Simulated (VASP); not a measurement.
# Os (Pm-3n) in VASP: single point with revPBE

Aim: the single point of Os with revPBE.

Everything below comes from runs of VASP 6.6.1. Logs are shortened: lines on timing, memory, paths and dates and some standing lists are left out, and cuts for length are marked.

### 1 The cell of the first run

Symmetry: Pm-3n, No. 223, cubic system. Conventional cell: a = 4.924 Å, b = 4.924 Å, c = 4.924 Å, α = 90.00°, β = 90.00°, γ = 90.00°. Within 3.6 Å of Os (site symmetry m-3) lie 12 Os at 2.75 Å. Within 3.3 Å of Os (site symmetry -4m2) lie 14 Os at 2.46 to 3.02 Å.

### 2 Single point, revPBE

INCAR reads:

```
SYSTEM = Os
PREC = Accurate ; ENCUT = 520
EDIFF = 1E-7 ; ISMEAR = -1
SIGMA = 0.1 ; LREAL = .False.
LASPH = .True. ; NELM = 60
ALGO = Normal ; ISIF = 2
LWAVE = .False. ; LCHARG = .False.
GGA = RE ; NBANDS = 42
```

KPOINTS reads:

```
regular mesh
0
Gamma
  7 7 7
  0 0 0
```

POSCAR reads:

```
Os
1.0
    4.9242130132      0.0000000000      0.0000000000
    0.0000000000      4.9242130132      0.0000000000
    0.0000000000      0.0000000000      4.9242130132
Os
8
Direct
    1.0000000000      1.0000000000      0.0000000000
    0.5000000000      0.5000000000      0.5000000000
    0.2500000000      0.0000000000      0.5000000000
    0.7500000000      1.0000000000      0.5000000000
    0.5000000000      0.2500000000      0.0000000000
    0.5000000000      0.7500000000      0.0000000000
    0.0000000000      0.5000000000      0.2500000000
    1.0000000000      0.5000000000      0.7500000000
```

Potentials or basis: VASP PAW PBE potentials, release 64 (Os).

Command:

```
> cat potpaw_PBE.64/Os/POTCAR > POTCAR
> mpirun -np 1 vasp_std > vasp.out
```

OUTCAR:

```text
SYSTEM = Os
   PREC = Accurate
   ENCUT = 520
   EDIFF = 1E-7
   ISMEAR = -1
   LREAL = .False.
   LASPH = .True.
   NELM = 60
   ISIF = 2
   GGA = RE

 ion  position               nearest neighbor table
   1  0.000  0.000  0.000-   3 2.75   4 2.75   5 2.75   6 2.75   7 2.75   8 2.75   3 2.75   4 2.75
                             7 2.75   8 2.75   5 2.75   6 2.75
   2  0.500  0.500  0.500-   3 2.75   4 2.75   5 2.75   6 2.75   7 2.75   8 2.75   5 2.75   6 2.75
                             3 2.75   4 2.75   7 2.75   8 2.75
   3  0.250  0.000  0.500-   4 2.46   4 2.46   1 2.75   1 2.75   2 2.75   2 2.75   8 3.02   5 3.02
                             5 3.02   6 3.02   6 3.02   7 3.02   8 3.02   7 3.02
   4  0.750  0.000  0.500-   3 2.46   3 2.46   1 2.75   1 2.75   2 2.75   2 2.75   8 3.02   5 3.02
                             5 3.02   6 3.02   6 3.02   7 3.02   8 3.02   7 3.02
   5  0.500  0.250  0.000-   6 2.46   6 2.46   1 2.75   2 2.75   2 2.75   1 2.75   8 3.02   4 3.02
                             3 3.02   4 3.02   3 3.02   7 3.02   7 3.02   8 3.02
   6  0.500  0.750  0.000-   5 2.46   5 2.46   1 2.75   2 2.75   2 2.75   1 2.75   8 3.02   4 3.02
                             3 3.02   4 3.02   3 3.02   7 3.02   7 3.02   8 3.02
   7  0.000  0.500  0.250-   8 2.46   8 2.46   1 2.75   2 2.75   1 2.75   2 2.75   3 3.02   4 3.02
                             5 3.02   3 3.02   4 3.02   6 3.02   5 3.02   6 3.02
   8  0.000  0.500  0.750-   7 2.46   7 2.46   1 2.75   2 2.75   1 2.75   2 2.75   3 3.02   4 3.02
                             5 3.02   3 3.02   4 3.02   6 3.02   5 3.02   6 3.02

  LATTYP: Found a simple cubic cell.
 ALAT       =     4.9242130132

  Lattice vectors:

 A1 = (   4.9242130132,   0.0000000000,   0.0000000000)
 A2 = (   0.0000000000,   4.9242130132,   0.0000000000)
 A3 = (   0.0000000000,   0.0000000000,   4.9242130132)

Analysis of symmetry for initial positions (statically):
=====================================================================
 Subroutine PRICEL returns:
 Original cell was already a primitive cell.

 Routine SETGRP: Setting up the symmetry group for a
 simple cubic supercell.

 Subroutine GETGRP returns: Found 48 space group operations
 (whereof 24 operations were pure point group operations)
 out of a pool of 48 trial point group operations.

The static configuration has the point symmetry T_h .
 The point group associated with its full space group is O_h .

Analysis of symmetry for dynamics (positions and initial velocities):
=====================================================================
 Subroutine PRICEL returns:
 Original cell was already a primitive cell.

 Routine SETGRP: Setting up the symmetry group for a
 simple cubic supercell.

 Subroutine GETGRP returns: Found 48 space group operations
 (whereof 24 operations were pure point group operations)
 out of a pool of 48 trial point group operations.

The dynamic configuration has the point symmetry T_h .
 The point group associated with its full space group is O_h .

 Subroutine INISYM returns: Found 48 space group operations
 (whereof 24 operations are pure point group operations),
 and found     1 'primitive' translations

----------------------------------------------------------------------------------------

                                     Primitive cell

  volume of cell :     119.4017

  direct lattice vectors                    reciprocal lattice vectors
     4.924213013  0.000000000  0.000000000     0.203078136  0.000000000  0.000000000
     0.000000000  4.924213013  0.000000000     0.000000000  0.203078136  0.000000000
     0.000000000  0.000000000  4.924213013     0.000000000  0.000000000  0.203078136

  length of vectors
     4.924213013  4.924213013  4.924213013     0.203078136  0.203078136  0.203078136

  position of ions in fractional coordinates (direct lattice)
     0.000000000  0.000000000  0.000000000
     0.500000000  0.500000000  0.500000000
     0.250000000  0.000000000  0.500000000
     0.750000000  0.000000000  0.500000000
     0.500000000  0.250000000  0.000000000
     0.500000000  0.750000000  0.000000000
     0.000000000  0.500000000  0.250000000
     0.000000000  0.500000000  0.750000000

  ion indices of the primitive-cell ions
   primitive index   ion index
                 1           1
                 2           2
                 3           3
                 4           4
                 5           5
                 6           6
                 7           7
                 8           8

----------------------------------------------------------------------------------------

 KPOINTS: regular mesh

Automatic generation of k-mesh.
 Grid dimensions read from file:
 generate k-points for:    7    7    7

 Generating k-lattice:

  Cartesian coordinates                     Fractional coordinates (reciprocal lattice)
     0.029011162  0.000000000  0.000000000     0.142857143  0.000000000  0.000000000
     0.000000000  0.029011162  0.000000000     0.000000000  0.142857143  0.000000000
     0.000000000  0.000000000  0.029011162     0.000000000  0.000000000  0.142857143

  Length of vectors
     0.029011162  0.029011162  0.029011162

  Shift w.r.t. Gamma in fractional coordinates (k-lattice)
     0.000000000  0.000000000  0.000000000

 Subroutine IBZKPT returns following result:
 ===========================================

 Found     20 irreducible k-points:

 Following reciprocal coordinates:
            Coordinates               Weight
  0.000000  0.000000  0.000000      1.000000
  0.142857  0.000000  0.000000      6.000000
  0.285714  0.000000  0.000000      6.000000
  0.428571  0.000000  0.000000      6.000000
  0.142857  0.142857  0.000000     12.000000
  0.285714  0.142857  0.000000     24.000000
[... 12 lines left out ...]
  0.428571  0.428571  0.285714     24.000000
  0.428571  0.428571  0.428571      8.000000
   k-points           NKPTS =     20   k-points in BZ     NKDIM =     20   number of bands    NBANDS=     42
   number of dos      NEDOS =    301   number of ions     NIONS =      8
   total plane-waves  NPLWV =  64000
   dimension x,y,z NGX =    40 NGY =   40 NGZ =   40
   dimension x,y,z NGXF=    80 NGYF=   80 NGZF=   80
   ions per type =               8
   NGX,Y,Z   is equivalent  to a cutoff of  13.50, 13.50, 13.50 a.u.
   NGXF,Y,Z  is equivalent  to a cutoff of  27.01, 27.01, 27.01 a.u.
 SYSTEM =  Os
   PREC   = accura    normal or accurate (medium, high low for compatibility)
   ISTART =      0    job   : 0-new  1-cont  2-samecut
   ICHARG =      2    charge: 1-file 2-atom 10-const
   ISPIN  =      1    spin polarized calculation?
   LNONCOLLINEAR =      F non collinear calculations
   LSORBIT =      F    spin-orbit coupling
   LASPH  =      T    aspherical Exc in radial PAW
   ENCUT  =  520.0 eV  38.22 Ry    6.18 a.u.   9.16  9.16  9.16*2*pi/ulx,y,z
   NELM   =     60;   NELMIN=  2; NELMDL= -5     # of ELM steps
   EDIFF  = 0.1E-06   stopping-criterion for ELM
   LREAL  =      F    real-space projection
   EDIFFG = 0.1E-05   stopping-criterion for IOM
   NSW    =      0    number of steps for IOM
   IBRION =     -1    ionic relax: 0-MD 1-quasi-New 2-CG
   NFREE  =      0    steps in history (QN), initial steepest desc. (CG)
   ISIF   =      2    stress and relaxation
   ISYM   =      2    0-nonsym 1-usesym 2-fastsym
   POTIM  = 0.5000    time-step for ionic-motion
   TEBEG  =    0.0;   TEEND  =   0.0 temperature during run
   PSTRESS=    0.0 pullay stress
   NELECT =      64.0000    total number of electrons
   NUPDOWN=      -1.0000    fix difference up-down
   EMIN   =  10.00;   EMAX   =-10.00  energy-range for DOS
   EFERMI =   0.00;   METHOD = LEGACY
   ISMEAR =    -1;   SIGMA  =   0.10  broadening in eV -4-tet -1-fermi 0-gaus
   EFERMI_NEDOS =   21; number of points for ismear=-14 and -15
   IALGO  =     38    algorithm
   IMIX   =      4    mixing-type and parameters
     AMIX     =   0.40;   BMIX     =  1.00
     AMIX_MAG =   1.60;   BMIX_MAG =  1.00
  volume/ion in A,a.u.               =      14.93       100.72
  Fermi-wavevector in a.u.,A,eV,Ry     =   1.329836  2.513025 24.061400  1.768463
  Thomas-Fermi vector in A             =   2.458968
   LORBIT       =      0    0 simple, 1 ext, 2 COOP (PROOUT), +10 PAW based schemes
   GGA     = RE    functional components
   LHFCALC =     F    Hartree Fock is set to
   AEXX    =    0.0000 exact exchange contribution
   IVDW    =     0    specifies the selected vdW correction
   LEPSILON=     F    determine dielectric tensor
   LRPA    =     F    only Hartree local field effects (RPA)
 non-spin polarized calculation
  energy-cutoff  :      520.00
  volume of cell :      119.40
 maximum number of plane-waves:      3237
 NGX is ok and might be reduce to    40
   NGX = 19   NGY = 19   NGZ = 19

 number of electron      64.0000006 magnetization

 Free energy of the ion-electron system (eV)
  ---------------------------------------------------
  ext. energy  EPLUGINS =         0.00000000
  ---------------------------------------------------
  free energy    TOTEN  =       -81.17237287 eV

  energy without entropy =      -80.86019709  energy(sigma->0) =      -81.01628498

 E-fermi :   8.8250     XC(G=0): -13.6314

 val. band max:        8.8050183963   @ k =   0.2857   0.0000   0.0000
 cond. band min:       8.8295694677   @ k =   0.2857   0.1429   0.0000
 fundamental gap:      0.0245510714
 Fermi energy:         8.8249501257

 k-point     1 :       0.0000    0.0000    0.0000
  band No.  band energies     occupation
      1      -1.7855      2.00000
      2       1.2217      2.00000
      3       1.2217      2.00000
      4       2.4871      2.00000
      5       2.7490      2.00000
      6       2.7490      2.00000
[... 34 lines left out ...]
     41      10.8366      0.00000
     42      12.5913      0.00000
[... 814 lines left out ...]
      2       2.1371      2.00000
      3       2.1371      2.00000
      4       2.4542      2.00000
      5       2.4673      2.00000
      6       2.4673      2.00000
[... 34 lines left out ...]
     41      10.1671      0.00000
     42      10.3074      0.00000

------------------------ aborting loop because EDIFF is reached ----------------------------------------

  FORCE on cell =-STRESS in cart. coord.  units (eV):
  Direction    XX          YY          ZZ          XY          YZ          ZX
  --------------------------------------------------------------------------------------
  -------------------------------------------------------------------------------------
  Total       -0.4624924     -0.4624924     -0.4624924      0.0000000      0.0000000      0.0000000
  in kB       -6.2058981     -6.2058981     -6.2058981      0.0000000      0.0000000      0.0000000
  external PRESSURE =      -6.2058981 kB  Pullay stress =       0.0000000 kB

 VOLUME and BASIS-vectors are now :
 -----------------------------------------------------------------------------
  energy-cutoff  :      520.00
  volume of cell :      119.40
      direct lattice vectors                 reciprocal lattice vectors
     4.924213013  0.000000000  0.000000000     0.203078136  0.000000000  0.000000000
     0.000000000  4.924213013  0.000000000     0.000000000  0.203078136  0.000000000
     0.000000000  0.000000000  4.924213013     0.000000000  0.000000000  0.203078136

 POSITION                                       TOTAL-FORCE (eV/Angst)
 -----------------------------------------------------------------------------------
      0.00000      0.00000      0.00000        -0.000000      0.000000     -0.000000
      2.46211      2.46211      2.46211        -0.000000      0.000000     -0.000000
      1.23105      0.00000      2.46211        -0.000000      0.000000      0.000000
      3.69316      0.00000      2.46211         0.000000     -0.000000     -0.000000
      2.46211      1.23105      0.00000        -0.000000      0.000000     -0.000000
      2.46211      3.69316      0.00000         0.000000     -0.000000      0.000000
      0.00000      2.46211      1.23105        -0.000000      0.000000     -0.000000
      0.00000      2.46211      3.69316         0.000000     -0.000000      0.000000
 -----------------------------------------------------------------------------------
    total drift:                               -0.000000     -0.000000     -0.000000

  FREE ENERGIE OF THE ION-ELECTRON SYSTEM (eV)
  ---------------------------------------------------
  free  energy   TOTEN  =       -81.1723728743 eV

  energy  without entropy=      -80.8601970894  energy(sigma->0) =      -81.01628498
```

Wall time 2.1 min (1 thread of Intel Xeon Platinum 8259CL at 2.50GHz (Skylake/Cascade Lake), shared host); peak memory 0.27 GiB.

Results:

- Free energy: -81.1724 eV
- Pressure: -0.6 GPa
- Band gap on the k mesh: zero (band 32 reaches 9.08 eV, above the bottom of band 33 at 8.41 eV)

Caveat: the PAW data sets were made with another functional, which shifts forces and pressure a little; spin-orbit coupling is left out, which moves the levels of the heavy elements.
